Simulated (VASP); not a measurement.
A run of VASP 6.6.1:

Contents of POSCAR:

```
Ga2O3
1.0
    1.3883852660      0.0000000000     -5.6399772456
    0.0000000000      3.0390611527      0.0000000000
   11.1449749386     -0.6078122305      4.5170469122
Ga O
8 12
Direct
    0.1276279407      0.1681041948      0.8405209738
    0.7276279407      0.5681041948      0.3405209738
    0.5723720593      0.1318958052      0.6594790262
    0.1723720593      0.5318958052      0.1594790262
    0.2625056426      0.0817455750      0.4087278752
    0.6625056426      0.6817455750      0.9087278752
    0.6374943574      0.0182544250      0.0912721248
    0.0374943574      0.6182544250      0.5912721248
   -0.1277862680      0.1828428662      0.9142143310
    0.4722137320      0.5828428662      0.4142143310
    0.8277862680      0.1171571338      0.5857856690
    0.4277862680      0.5171571338      0.0857856690
    0.4251487718      0.1846683997      0.9233419983
    0.0251487718      0.5846683997      0.4233419983
    0.2748512282      0.1153316003      0.5766580017
    0.8748512282      0.5153316003      0.0766580017
    0.1907907533      0.0492570286      0.2462851429
    0.5907907533      0.6492570286      0.7462851429
    0.7092092467      0.0507429714      0.2537148571
    0.1092092467      0.6507429714      0.7537148571
```

The input INCAR.step1:

```
SYSTEM = Ga2O3
PREC = Accurate ; ENCUT = 520
ISMEAR = 0 ; SIGMA = 0.05
LREAL = Auto ; LASPH = .True.
NELM = 80 ; NBANDS = 104
GGA = PE ; ALGO = Normal
EDIFF = 1E-4 ; LWAVE = .True.
LCHARG = .False.
```

Contents of INCAR.step2:

```
SYSTEM = Ga2O3
PREC = Accurate ; ENCUT = 520
EDIFF = 1E-6 ; ISMEAR = 0
SIGMA = 0.05 ; LREAL = Auto
LASPH = .True. ; NELM = 80
ALGO = Normal ; ISIF = 2
LWAVE = .False. ; LCHARG = .False.
METAGGA = R2SCAN ; LMIXTAU = .True.
NBANDS = 104 ; ISTART = 1
```

KPOINTS

```
Automatic mesh
0
Gamma
  4 7 2
  0 0 0
```

Potentials or basis: VASP PAW PBE potentials, release 64 (Ga_d, O).

Run with:

```console
$ cat potpaw_PBE.64/Ga_d/POTCAR potpaw_PBE.64/O/POTCAR > POTCAR
$ cp INCAR.step1 INCAR
$ mpirun -np 1 vasp_std > vasp.out
$ cp INCAR.step2 INCAR
$ mpirun -np 1 vasp_std > vasp.out
```

Hardware: 1 thread of Oxide Virtual Turin-like Processor, with other jobs on the host.

Q: How long does it take, and how much memory?

A: It took 82 min on 1 thread of Oxide Virtual Turin-like Processor, on a shared host, peak memory 0.56 GiB. Counts: k points 30.
